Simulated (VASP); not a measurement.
A run of VASP 6.6.1 is set up as follows.

INCAR

```
ALGO = Normal
EDIFF = 1E-6
EDIFFG = -0.03
ENCUT = 520
GGA = PE
IBRION = 2
ISIF = 2
ISMEAR = 0
LASPH = True
LCHARG = False
LREAL = Auto
LWAVE = False
NELM = 60
NSW = 80
PREC = Accurate
SIGMA = 0.05
```

Contents of KPOINTS:

```
k-points
0
Gamma
  2 2 2
```

Contents of POSCAR:

```
Si
1.0
    0.0000000000      5.4300000000      5.4300000000
    5.4300000000      0.0000000000      5.4300000000
    5.4300000000      5.4300000000      0.0000000000
Si
17
Direct
    0.0000000000      0.0000000000      0.0000000000
    0.1250000000      0.1250000000      0.1250000000
    0.0000000000      0.0000000000      0.5000000000
    0.1250000000      0.1250000000      0.6250000000
    0.0000000000      0.5000000000      0.0000000000
    0.1250000000      0.6250000000      0.1250000000
    0.0000000000      0.5000000000      0.5000000000
    0.1250000000      0.6250000000      0.6250000000
    0.5000000000      0.0000000000      0.0000000000
    0.6250000000      0.1250000000      0.1250000000
    0.5000000000      0.0000000000      0.5000000000
    0.6250000000      0.1250000000      0.6250000000
    0.5000000000      0.5000000000      0.0000000000
    0.6250000000      0.6250000000      0.1250000000
    0.5000000000      0.5000000000      0.5000000000
    0.6250000000      0.6250000000      0.6250000000
    0.7517783600      0.7555387700      0.7474137800
```

Potentials or basis: VASP PAW PBE potentials, release 64 (Si).

The run is started by

```console
$ cat potpaw_PBE.64/Si/POTCAR > POTCAR
$ mpirun -np 1 vasp_std > vasp.out
```

Task: Estimate the band gap on the k mesh.

Result: Zero (bands 34 and 35 overlap by 0.25 eV).

Task: Predict the energy gained by relaxing.

Result: 7.5 meV/atom.

The path:
```
step  energy change (eV)  largest force (eV/Å)  pressure (GPa)
   1              0.0000                1.0988            5.83
   2             -0.1237                0.1208            5.35
   3             -0.1242                0.1611            5.33
   4             -0.1267                0.0627            5.33
   5             -0.1268                0.0699            5.33
   6             -0.1273                0.0283            5.34
```

Caveat: the k points lie up to 0.50 Å⁻¹ apart.
